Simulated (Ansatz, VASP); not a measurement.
## One calculation of As, two programs

Contents of INCAR:

```
PREC = Accurate
ENCUT = 520
EDIFF = 1E-6
ISMEAR = -1
SIGMA = 0.03
LREAL = False
LASPH = True
NELM = 80
ALGO = Normal
ISIF = 2
LWAVE = False
LCHARG = True
GGA = PS
LELF = True
LVHAR = True
NBANDS = 18
```

The input KPOINTS:

```
regular mesh
0
Gamma
  5 5 4
```

Contents of POSCAR:

```
As
1.0
    1.8250000000     -5.5000000000      0.0000000000
    1.8250000000      5.5000000000      0.0000000000
    0.0000000000      0.0000000000      4.4700000000
As
4
Direct
    0.3900000000      0.6100000000      0.5600000000
    0.8900000000      0.1100000000      0.9400000000
    0.6100000000      0.3900000000      0.4400000000
    0.1100000000      0.8900000000      0.0600000000
```

input.yaml

```yaml
crystal:
  lattice:
    - [1.825, -5.5, 0.0]
    - [1.825, 5.5, 0.0]
    - [0.0, 0.0, 4.47]
  atoms:
    - { symbol: As, position: [0.39, 0.61, 0.56] }
    - { symbol: As, position: [0.89, 0.11, 0.94] }
    - { symbol: As, position: [0.61, 0.39, 0.44] }
    - { symbol: As, position: [0.11, 0.89, 0.06] }
kpoints:
  mp_grid: { grid: [5, 5, 4] }
scf:
  occupations: { method: fermi_dirac, width: 0.03 }
hamiltonian:
  xc: pbesol
  pseudopotentials: { kind: all_electron, lapw: { basis_error: 0.002 } }
output:
  forces: true
  stress: true
  eigenvalues: true
```

Alike in both runs: task single point; functional PBEsol; k mesh 5 × 5 × 4; occupations fermi-dirac, width 0.03 eV; no spin polarisation.

|  | VASP | Ansatz |
| --- | --- | --- |
| version | VASP 6.6.1 | Ansatz 0.2.0 |
| potentials or method | VASP PAW PBE potentials, release 64 (As), cutoff 520 eV | all-electron LAPW, scalar-relativistic |

VASP gave:

```
gap on the k mesh at the Fermi level (eV)                     : none
pressure (GPa)                                                : 0.1
traceless stress, the component that is largest in VASP (GPa) : 1.77
rms of the force components (eV/Å)                            : 0.051
```

**Question.** Estimate Ansatz's values.

**Answer.** gap on the k mesh at the Fermi level (eV): none; pressure (GPa): -0.3; traceless stress, the component that is largest in VASP (GPa): 1.81; rms of the force components (eV/Å): 0.050.

VASP's potentials were made for PBE, not for PBEsol. Atom by atom the forces differ by 0.046 eV/Å (rms over components). A gap of «none» marks a metal or a gap that the smearing closes. Ansatz ran all-electron here, and VASP with PAW potentials.

The k mesh is coarse, so the values compare programs but aren't converged. Noted on Ansatz's run: the k mesh is thin for a metal, which can move the energy by tens of meV per atom.
